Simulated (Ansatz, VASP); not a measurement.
# Sn in VASP and in Ansatz

```
CELL_PARAMETERS angstrom
0.00000 3.38464 3.38464
3.38464 0.00000 3.38464
3.38464 3.38464 0.00000
ATOMIC_POSITIONS crystal
Sn 0.00000 0.00000 0.00000
Sn 0.25000 0.25000 0.25000
```

Change from the starting cell: hydrostatic strain +3.0%.

Alike in both runs: task single point; functional HSE06; k mesh 4 × 4 × 4; occupations fermi-dirac, width 0.02 eV; no spin polarisation.

|  | VASP | Ansatz |
| --- | --- | --- |
| version | VASP 6.6.1 | Ansatz 0.2.0 |
| potentials or method | VASP PAW PBE potentials, release 64 (Sn_d) | plane waves, PAW |
| plane-wave cutoff (eV) | 520 | 420 |
| valence electrons in the cell | 28 | 28 |

```csv
,VASP,Ansatz,Ansatz less VASP
pressure (GPa),-3.0,-3.0,+0.04
```

With one functional, cell and mesh, what is left measures potentials, basis and numerics. Ansatz's warnings: filled band counts differ across k points, stress exchange threshold loose, stress scf threshold loose.

The k mesh is coarse, so the values compare programs but aren't converged.
